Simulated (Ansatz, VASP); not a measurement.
# Fe in VASP and in Ansatz

The input INCAR:

```
SYSTEM = Fe
PREC     = Accurate       ! precision mode
ENCUT    = 510            ! plane-wave cutoff, eV
EDIFF    = 1E-8           ! SCF threshold, eV
ISMEAR   = -1             ! smearing method
SIGMA    = 0.05           ! smearing width, eV
LREAL    = .False.        ! projectors in reciprocal space
LASPH    = .True.         ! aspherical terms in the spheres
NELM     = 200            ! most SCF steps
ALGO     = Normal         ! electronic algorithm
ISIF     = 2              ! what is computed and relaxed
LWAVE    = .False.        ! write WAVECAR
LCHARG   = .False.        ! write CHGCAR
ISPIN    = 2              ! spin polarisation
MAGMOM   = 3              ! initial moments
LORBIT   = 11             ! projections on sites
LMAXMIX  = 4              ! l up to which the mixer works
GGA      = PE             ! functional
LEFG     = .True.       
NBANDS   = 18             ! bands
GGA_COMPAT= .False.
```

The input KPOINTS:

```
regular mesh
0
Gamma
  16 16 16
  0 0 0
```

Contents of POSCAR:

```
Fe
1.0
    0.0000000000      1.9417396906      2.0240583172
    1.4984397099      0.0000000000      2.0240583172
    1.4984397099      1.9417396906      0.0000000000
Fe
1
Direct
    0.0000000000      0.0000000000      0.0000000000
```

Input for Ansatz:

```yaml
crystal:
  lattice:
    - [0.0, 1.9417396906, 2.0240583172]
    - [1.4984397099, 0.0, 2.0240583172]
    - [1.4984397099, 1.9417396906, 0.0]
  atoms:
    - { symbol: Fe, position: [0.0, 0.0, 0.0], spin: 3.0 }
magnetization:
  spin_polarized: true
kpoints:
  mp_grid: { grid: [16, 16, 16] }
scf:
  occupations: { method: fermi_dirac, width: 0.05 }
hamiltonian:
  xc: pbe
  pseudopotentials: { kind: paw }
output:
  forces: true
  stress: true
  eigenvalues: true
  efg: { contact_densities: true }
```

Change from the starting cell: zz strain of +3 %, PAW files.

Alike in both runs: task electric field gradients; functional PBE; k mesh 16 × 16 × 16; occupations fermi-dirac, width 0.05 eV; collinear spin.

|  | VASP | Ansatz |
| --- | --- | --- |
| version | VASP 6.6.1 | Ansatz 0.2.0 |
| potentials or method | VASP PAW PBE potentials, release 64 (Fe_sv) | PAW with Ansatz's default frozen-core files, scalar-relativistic |
| plane-wave cutoff (eV) | 510 | 420 |
| valence electrons in the cell | 16 | 16 |

Ansatz gave:

* net moment per atom (μB): 2.26
* size of the moment on the site where the two differ most (μB): 2.31
* size of Vzz on the site where it differs most (V/Å²): 5.4

Problem. What did VASP give for the same quantities?

Solution. net moment per atom (μB): 2.26; size of the moment on the site where the two differ most (μB): 2.27; size of Vzz on the site where it differs most (V/Å²): 5.5.

Site moments also hang on the region over which each program counts them. With one functional, cell and mesh, what is left measures potentials, basis and numerics.
